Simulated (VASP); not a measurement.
Input of a VASP 6.6.1 run:

File POSCAR:

```
HfGe
1.0
    3.3619595672      0.0000000000      0.0000000000
    0.0000000000      3.3619595672      0.0000000000
    0.0000000000      0.0000000000      3.3619595672
Hf Ge
1 1
Direct
    0.0000000000      0.0000000000      0.0000000000
    0.5000000000      0.5000000000      0.5000000000
```

INCAR.step1

```
SYSTEM = HfGe
ALGO     = Normal         ! electronic algorithm
EDIFF    = 1E-5           ! SCF threshold, eV
ENCUT    = 520            ! plane-wave cutoff, eV
GGA      = PE             ! functional
ISIF     = 2              ! what is computed and relaxed
ISMEAR   = -1             ! smearing method
LASPH    = .TRUE.         ! aspherical terms in the spheres
LCHARG   = .FALSE.        ! write CHGCAR
LREAL    = .FALSE.        ! projectors in reciprocal space
LWAVE    = .TRUE.         ! write WAVECAR
NBANDS   = 19             ! bands
NELM     = 100            ! most SCF steps
PREC     = Accurate       ! precision mode
SIGMA    = 0.05           ! smearing width, eV
```

Contents of INCAR.step2:

```
SYSTEM = HfGe
ALGO     = Normal         ! electronic algorithm
EDIFF    = 1E-6           ! SCF threshold, eV
ENCUT    = 520            ! plane-wave cutoff, eV
GGA      = PE             ! functional
HFSCREEN = 0.2079         ! screening, 1/A
ISIF     = 2              ! what is computed and relaxed
ISMEAR   = -1             ! smearing method
ISTART   = 1            
LASPH    = .TRUE.         ! aspherical terms in the spheres
LCHARG   = .FALSE.        ! write CHGCAR
LHFCALC  = .TRUE.         ! exact exchange
LREAL    = .FALSE.        ! projectors in reciprocal space
LWAVE    = .FALSE.        ! write WAVECAR
NBANDS   = 19             ! bands
NELM     = 100            ! most SCF steps
PREC     = Accurate       ! precision mode
PRECFOCK = Normal       
SIGMA    = 0.05           ! smearing width, eV
```

KPOINTS

```
k-points
0
G
  4 4 4
  0 0 0
```

Potentials or basis: VASP PAW PBE potentials, release 64 (Hf_pv, Ge_d).

Launch:

```console
$ cat potpaw_PBE.64/Hf_pv/POTCAR potpaw_PBE.64/Ge_d/POTCAR > POTCAR
$ cp INCAR.step1 INCAR
$ mpirun -np 1 vasp_std > vasp.out
$ cp INCAR.step2 INCAR
$ mpirun -np 1 vasp_std > vasp.out
```

Question: Predict the band gap on the k mesh.

Answer: Zero (band 12 reaches 8.49 eV, above the bottom of band 13 at 6.03 eV).

Question: What does it give for the pressure?

Answer: -1.4 GPa.

Caveat: the k points lie up to 0.47 Å⁻¹ apart; the PAW data sets were made with another functional, which shifts forces and pressure a little; spin-orbit coupling is left out, which moves the levels of the heavy elements.
